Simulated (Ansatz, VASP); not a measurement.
# Al3N in VASP and in Ansatz

INCAR

```
PREC     = Accurate       # precision mode
ENCUT    = 520            # plane-wave cutoff, eV
EDIFF    = 1E-6           # SCF threshold, eV
ISMEAR   = 0              # smearing method
SIGMA    = 0.1            # smearing width, eV
LREAL    = False          # projectors in reciprocal space
LASPH    = True           # aspherical terms in the spheres
NELM     = 150            # most SCF steps
ALGO     = Normal         # electronic algorithm
ISIF     = 2              # what is computed and relaxed
LWAVE    = False          # write WAVECAR
LCHARG   = True           # write CHGCAR
ISPIN    = 2              # spin polarisation
MAGMOM   = 0 0 0 3        # initial moments
LORBIT   = 11             # projections on sites
LDIPOL   = True         
IDIPOL   = 3            
DIPOL    = 0.5 0.5 0.333
GGA      = PE             # functional
LELF     = True           # ELF
LVHAR    = True         
LVACPOTAV= True         
NBANDS   = 19             # bands
```

KPOINTS

```
Automatic mesh
0
Gamma
  9 9 1
```

File POSCAR:

```
Al3N
1.0
    2.8567582919      0.0000000000      0.0000000000
   -1.4283791460      2.4740252533      0.0000000000
    0.0000000000      0.0000000000     21.6013781961
Al N
3 1
Direct
    0.6666666667      0.3333333333      0.1851733701
    0.3333333333      0.6666666667      0.2916813827
    0.0000000000      0.0000000000      0.3981865471
    0.3333333333      0.0000000000      0.4565161587
```

Input for Ansatz:

```yaml
crystal:
  lattice:
    - [2.8567582919, 0.0, 0.0]
    - [-1.428379146, 2.4740252533, 0.0]
    - [0.0, 0.0, 21.6013781961]
  atoms:
    - { symbol: Al, position: [0.6666666667, 0.3333333333, 0.1851733701] }
    - { symbol: Al, position: [0.3333333333, 0.6666666667, 0.2916813827] }
    - { symbol: Al, position: [0.0, 0.0, 0.3981865471] }
    - { symbol: "N", position: [0.3333333333, 0.0, 0.4565161587], spin: 3.0 }
basis:
  ecutwfc: 420
kpoints:
  mp_grid: { grid: [9, 9, 1] }
hamiltonian:
  xc: pbe
  pseudopotentials: { kind: paw, azcp: { folder: soft_1 } }
scf:
  occupations: { method: gaussian, width: 0.1 }
output:
  forces: true
  eigenvalues: true
  populations: true
magnetization:
  spin_polarized: true
efield:
  axis: 3
  dipole_correction: true
  ramp_width: 0.04
```

Alike in both runs: task single point; functional PBE; k mesh 9 × 9 × 1; occupations gaussian, width 0.1 eV; collinear spin.

|  | VASP | Ansatz |
| --- | --- | --- |
| version | VASP 6.6.1 | Ansatz 0.2.0 |
| potentials or method | VASP PAW PBE potentials, release 64 (Al, N), cutoff 520 eV | scalar-relativistic, plane waves, PAW |
| valence electrons in the cell | 14 | 14 |

|  | VASP | Ansatz | Ansatz less VASP |
| --- | --- | --- | --- |
| gap on the k mesh at the Fermi level (eV) | none | none | - |
| rms of the force components (eV/Å) | 3.334 | 3.327 | -0.0068 |
| net moment per atom (μB) | 0.19 | 0.19 | -0.001 |
| size of the moment on the site where the two differ most (μB) | 0.45 | 0.38 | -0.067 |
| work function, face that differs most (eV) | 8.39 | 8.40 | +0.004 |

Site moments also hang on the region over which each program counts them. Atom by atom the forces differ by 0.008 eV/Å (rms over components). A gap of «none» marks a metal or a gap that the smearing closes. The functional is the same, so the differences come from potentials, cutoffs and numerics.
